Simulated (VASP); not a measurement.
# Al in VASP: relaxation of the atoms with PBE

Aim: the relaxation of the atoms of Al with PBE.

Everything below comes from runs of VASP 6.6.1. Logs are shortened: lines on timing, memory, paths and dates and some standing lists are left out, and cuts for length are marked.

## 1. The cell of the first run

The cell holds a slab with vacuum, 24 atoms: a = 5.728 Å, b = 8.591 Å, c = 19.075 Å, α = 90.00°, β = 90.00°, γ = 90.00°.

## 2. Relaxation of the atoms, PBE

File INCAR:

```
SYSTEM = Al
PREC     = Accurate       ! precision mode
ENCUT    = 520            ! plane-wave cutoff, eV
EDIFF    = 1E-6           ! SCF threshold, eV
ISMEAR   = -1             ! smearing method
SIGMA    = 0.05           ! smearing width, eV
LREAL    = Auto         
LASPH    = .True.         ! aspherical terms in the spheres
NELM     = 80             ! most SCF steps
ALGO     = Normal         ! electronic algorithm
ISIF     = 2              ! what is computed and relaxed
LWAVE    = .False.        ! write WAVECAR
LCHARG   = .False.        ! write CHGCAR
GGA      = PE             ! functional
IBRION   = 2              ! ionic algorithm
NSW      = 45             ! ionic steps
EDIFFG   = -0.08          ! ionic threshold
KPAR     = 2            
NCORE    = 2
```

File KPOINTS:

```
regular mesh
0
Gamma
  3 2 1
  0 0 0
```

File POSCAR:

```
Al
1.0
    5.7275650000      0.0000000000      0.0000000000
    0.0000000000      8.5913470000      0.0000000000
    0.0000000000      0.0000000000     19.0750000000
Al
24
Selective dynamics
Direct
    0.2500000000      0.1666667000      0.0524246000  F F F
    0.7500000000      0.1666667000      0.0524246000  F F F
    0.2500000000      0.5000000000      0.0524246000  F F F
    0.7500000000      0.5000000000      0.0524246000  F F F
    0.2500000000      0.8333333000      0.0524246000  F F F
    0.7500000000      0.8333333000      0.0524246000  F F F
    0.0000000000      0.0000000000      0.1585845000  T T T
    0.5000000000      0.0000000000      0.1585845000  T T T
    0.0000000000      0.3333333000      0.1585845000  T T T
    0.5000000000      0.3333333000      0.1585845000  T T T
    0.0000000000      0.6666667000      0.1585845000  T T T
    0.5000000000      0.6666667000      0.1585845000  T T T
    0.2500000000      0.1666667000      0.2647444000  T T T
    0.7500000000      0.1666667000      0.2647444000  T T T
    0.2500000000      0.5000000000      0.2647444000  T T T
    0.7500000000      0.5000000000      0.2647444000  T T T
    0.2500000000      0.8333333000      0.2647444000  T T T
    0.7500000000      0.8333333000      0.2647444000  T T T
    0.0000000000      0.0000000000      0.3709043000  T T T
    0.5000000000      0.0000000000      0.3709043000  T T T
    0.0000000000      0.3333333000      0.3709043000  T T T
    0.5000000000      0.3333333000      0.3709043000  T T T
    0.0000000000      0.6666667000      0.3709043000  T T T
    0.5000000000      0.6666667000      0.3709043000  T T T
```

Potentials or basis: VASP PAW PBE potentials, release 64 (Al).

Launch:

```console
cat potpaw_PBE.64/Al/POTCAR > POTCAR
mpirun -np 4 vasp_std > vasp.out
```

OUTCAR:

```text
SYSTEM = Al
   PREC = Accurate
   ENCUT = 520
   EDIFF = 1E-6
   ISMEAR = -1
   LREAL = Auto
   LASPH = .True.
   NELM = 80
   ISIF = 2
   GGA = PE
   IBRION = 2
   NSW = 45
   EDIFFG = -0.08

 ion  position               nearest neighbor table
   1  0.250  0.167  0.052-   3 2.86   9 2.86  10 2.86   2 2.86   2 2.86   8 2.86   7 2.86   5 2.86

   2  0.750  0.167  0.052-   4 2.86   9 2.86  10 2.86   1 2.86   1 2.86   8 2.86   7 2.86   6 2.86

   3  0.250  0.500  0.052-   1 2.86   5 2.86   4 2.86   4 2.86  10 2.86  11 2.86  12 2.86   9 2.86
[... 39 lines left out ...]
  23  0.000  0.667  0.371-  19 2.86  18 2.86  17 2.86  24 2.86  24 2.86  16 2.86  15 2.86  21 2.86

  24  0.500  0.667  0.371-  20 2.86  18 2.86  17 2.86  23 2.86  23 2.86  16 2.86  15 2.86  22 2.86

  LATTYP: Found a simple orthorhombic cell.
 ALAT       =     5.7275650000
 B/A-ratio  =     1.4999999127
 C/A-ratio  =     3.3303856002

  Lattice vectors:

 A1 = (   5.7275650000,   0.0000000000,   0.0000000000)
 A2 = (   0.0000000000,   8.5913470000,   0.0000000000)
 A3 = (   0.0000000000,   0.0000000000,  19.0750000000)

Analysis of symmetry for initial positions (statically):
=====================================================================
 Subroutine PRICEL returns following result:

  LATTYP: Found a simple tetragonal cell.
 ALAT       =     2.8637825000
 C/A-ratio  =     6.6607712003
[... 12 lines left out ...]
 Subroutine GETGRP returns: Found  8 space group operations
 (whereof  4 operations were pure point group operations)
 out of a pool of  8 trial point group operations.

The static configuration has the point symmetry C_2v.
 The point group associated with its full space group is D_2h.

Analysis of symmetry for dynamics (positions and initial velocities):
=====================================================================
 Subroutine PRICEL returns following result:

  LATTYP: Found a simple tetragonal cell.
 ALAT       =     2.8637825000
 C/A-ratio  =     6.6607712003
[... 12 lines left out ...]
 Subroutine GETGRP returns: Found  8 space group operations
 (whereof  4 operations were pure point group operations)
 out of a pool of  8 trial point group operations.

The dynamic configuration has the point symmetry C_2v.
 The point group associated with its full space group is D_2h.

Analysis of constrained symmetry for selective dynamics:
=====================================================================
 Subroutine PRICEL returns following result:

[... 108 lines left out ...]
   ISIF   =      2    stress and relaxation
   ISYM   =      2    0-nonsym 1-usesym 2-fastsym
   POTIM  = 0.5000    time-step for ionic-motion
   TEBEG  =    0.0;   TEEND  =   0.0 temperature during run
   PSTRESS=    0.0 pullay stress
   NELECT =      72.0000    total number of electrons
   NUPDOWN=      -1.0000    fix difference up-down
   EMIN   =  10.00;   EMAX   =-10.00  energy-range for DOS
   EFERMI =   0.00;   METHOD = LEGACY
   ISMEAR =    -1;   SIGMA  =   0.05  broadening in eV -4-tet -1-fermi 0-gaus
   EFERMI_NEDOS =   21; number of points for ismear=-14 and -15
   IALGO  =     38    algorithm
   IMIX   =      4    mixing-type and parameters
     AMIX     =   0.40;   BMIX     =  1.00
     AMIX_MAG =   1.60;   BMIX_MAG =  1.00
  volume/ion in A,a.u.               =      39.11       263.93
  Fermi-wavevector in a.u.,A,eV,Ry     =   0.695591  1.314476  6.583129  0.483846
  Thomas-Fermi vector in A             =   1.778405
   LORBIT       =      0    0 simple, 1 ext, 2 COOP (PROOUT), +10 PAW based schemes
   GGA     = PE    functional components
   LHFCALC =     F    Hartree Fock is set to
   AEXX    =    0.0000 exact exchange contribution
   IVDW    =     0    specifies the selected vdW correction
   LEPSILON=     F    determine dielectric tensor
   LRPA    =     F    only Hartree local field effects (RPA)
 conjugate gradient relaxation of ions
 non-spin polarized calculation
  energy-cutoff  :      520.00
  volume of cell :      938.63
 maximum number of plane-waves:     25297
 NGX is ok and might be reduce to    42
   NGX = 21   NGY = 31   NGZ = 71

--------------------------------------- Ionic step        1  -------------------------------------------

 number of electron      72.0000000 magnetization

 Free energy of the ion-electron system (eV)
  ---------------------------------------------------
  ext. energy  EPLUGINS =         0.00000000
  ---------------------------------------------------
  free energy    TOTEN  =       -84.49869376 eV

  energy without entropy =      -84.40256433  energy(sigma->0) =      -84.45062904

------------------------ aborting loop because EDIFF is reached ----------------------------------------

  FORCE on cell =-STRESS in cart. coord.  units (eV):
  Direction    XX          YY          ZZ          XY          YZ          ZX
  --------------------------------------------------------------------------------------
  -------------------------------------------------------------------------------------
  Total       -7.5539702     -7.5421364     -3.0501433      0.0000000      0.0000000      0.0000000
  in kB      -12.8940698    -12.8738704     -5.2063696      0.0000000      0.0000000      0.0000000
  external PRESSURE =     -10.3247699 kB  Pullay stress =       0.0000000 kB
[... 103 lines left out ...]
--------------------------------------- Ionic step        3  -------------------------------------------

 number of electron      72.0000000 magnetization

 Free energy of the ion-electron system (eV)
  ---------------------------------------------------
  ext. energy  EPLUGINS =         0.00000000
  ---------------------------------------------------
  free energy    TOTEN  =       -84.54601638 eV

  energy without entropy =      -84.44690774  energy(sigma->0) =      -84.49646206

 E-fermi :   1.0128     XC(G=0):  -5.3420

 val. band max:        0.9285164593   @ k =   0.3333   0.0000   0.0000
 cond. band min:       1.0128557522   @ k =   0.0000   0.5000   0.0000
 fundamental gap:      0.0843392929
 Fermi energy:         1.0127591744

 k-point     1 :       0.0000    0.0000    0.0000
  band No.  band energies     occupation
      1      -9.5971      2.00000
      2      -8.2980      2.00000
      3      -7.6107      2.00000
      4      -7.6107      2.00000
      5      -6.3276      2.00000
      6      -6.3276      2.00000
[... 193 lines left out ...]
     47       3.1949      0.00000
     48       3.1949      0.00000
 [bands above 48 left out]

------------------------ aborting loop because EDIFF is reached ----------------------------------------

  FORCE on cell =-STRESS in cart. coord.  units (eV):
  Direction    XX          YY          ZZ          XY          YZ          ZX
  --------------------------------------------------------------------------------------
  -------------------------------------------------------------------------------------
  Total       -7.7664542     -7.7441989     -1.7695642      0.0000000      0.0000000      0.0000000
  in kB      -13.2567643    -13.2187761     -3.0205155      0.0000000      0.0000000      0.0000000
  external PRESSURE =      -9.8320187 kB  Pullay stress =       0.0000000 kB
[... 39 lines left out ...]
  FREE ENERGIE OF THE ION-ELECTRON SYSTEM (eV)
  ---------------------------------------------------
  free  energy   TOTEN  =       -84.5460163844 eV

  energy  without entropy=      -84.4469077408  energy(sigma->0) =      -84.49646206

 reached required accuracy - stopping structural energy minimisation
```

OSZICAR:

```text
N       E                     dE             d eps       ncg     rms          rms(c)
DAV:   1     0.234469538425E+03    0.23447E+03   -0.22549E+04   392   0.107E+03
DAV:   2    -0.690738940870E+02   -0.30354E+03   -0.29199E+03   493   0.170E+02
DAV:   3    -0.874190815188E+02   -0.18345E+02   -0.17701E+02   511   0.400E+01
[... 33 lines left out ...]
DAV:   4    -0.845460415513E+02    0.38343E-04   -0.26520E-04   526   0.640E-02    0.667E-02
DAV:   5    -0.845460187244E+02    0.22827E-04   -0.11742E-04   500   0.460E-02    0.408E-02
DAV:   6    -0.845460154151E+02    0.33093E-05   -0.85320E-05   510   0.347E-02    0.133E-02
DAV:   7    -0.845460157615E+02   -0.34631E-06   -0.21544E-05   523   0.190E-02    0.360E-03
DAV:   8    -0.845460163844E+02   -0.62296E-06   -0.37323E-06   384   0.680E-03
   3 F= -.84546016E+02 E0= -.84496462E+02  d E =-.473226E-01
```

Run time: 4.4 min. Hardware: 4 MPI ranks of Intel Xeon Platinum 8259CL at 2.50GHz (Skylake/Cascade Lake), shared host; peak memory 0.57 GiB.

What came out:

| Property | Result |
| --- | --- |
| Free energy | -84.5460 eV |
| Energy gained by relaxing | 2.0 meV/atom |
| Ionic steps | 3 |
| Band gap on the k mesh | zero (bands 36 and 37 overlap by 0.46 eV) |

Step by step:
```tsv
step	energy change (eV)	largest force on free atoms (eV/Å)	pressure (GPa)
1	0.0000	0.2443	-1.03
2	-0.0327	0.1415	-1.02
3	-0.0473	0.0290	-0.98
```

Final structure:
```cif
data_structure
_symmetry_space_group_name_H-M 'P 1'
_symmetry_Int_Tables_number 1
_cell_length_a 5.7276
_cell_length_b 8.5913
_cell_length_c 19.0750
_cell_angle_alpha 90.000
_cell_angle_beta 90.000
_cell_angle_gamma 90.000
_cell_volume 938.63
loop_
_atom_site_label
_atom_site_type_symbol
_atom_site_fract_x
_atom_site_fract_y
_atom_site_fract_z
_atom_site_occupancy
Al1 Al 0.25000 0.16667 0.05242 1
Al2 Al 0.75000 0.16667 0.05242 1
Al3 Al 0.25000 0.50000 0.05242 1
Al4 Al 0.75000 0.50000 0.05242 1
Al5 Al 0.25000 0.83333 0.05242 1
Al6 Al 0.75000 0.83333 0.05242 1
Al7 Al 0.00000 0.00000 0.15722 1
Al8 Al 0.50000 0.00000 0.15722 1
Al9 Al 0.00000 0.33333 0.15722 1
Al10 Al 0.50000 0.33333 0.15722 1
Al11 Al 0.00000 0.66667 0.15722 1
Al12 Al 0.50000 0.66667 0.15722 1
Al13 Al 0.25000 0.16667 0.26612 1
Al14 Al 0.75000 0.16667 0.26612 1
Al15 Al 0.25000 0.50000 0.26612 1
Al16 Al 0.75000 0.50000 0.26612 1
Al17 Al 0.25000 0.83333 0.26612 1
Al18 Al 0.75000 0.83333 0.26612 1
Al19 Al 0.00000 0.00000 0.36998 1
Al20 Al 0.50000 0.00000 0.36998 1
Al21 Al 0.00000 0.33333 0.36998 1
Al22 Al 0.50000 0.33333 0.36998 1
Al23 Al 0.00000 0.66667 0.36998 1
Al24 Al 0.50000 0.66667 0.36998 1
```

Levels at points of the mesh, in eV from the Fermi level:
```
           k point  band 32  band 33  band 34  band 35  band 36  band 37  band 38  band 39
(0.00, 0.00, 0.00)    -0.89    -0.89    -0.88    -0.88    -0.12    -0.12     0.00     0.00
(0.00, 0.50, 0.00)    -1.29    -1.14    -1.13     0.00     0.00     0.21     0.23     0.46
```

Caveat: the k points lie up to 0.37 Å⁻¹ apart; there is no dipole correction, which matters where the two faces differ.

The gap in the log of VASP goes by the Fermi energy; the results here count the filled bands.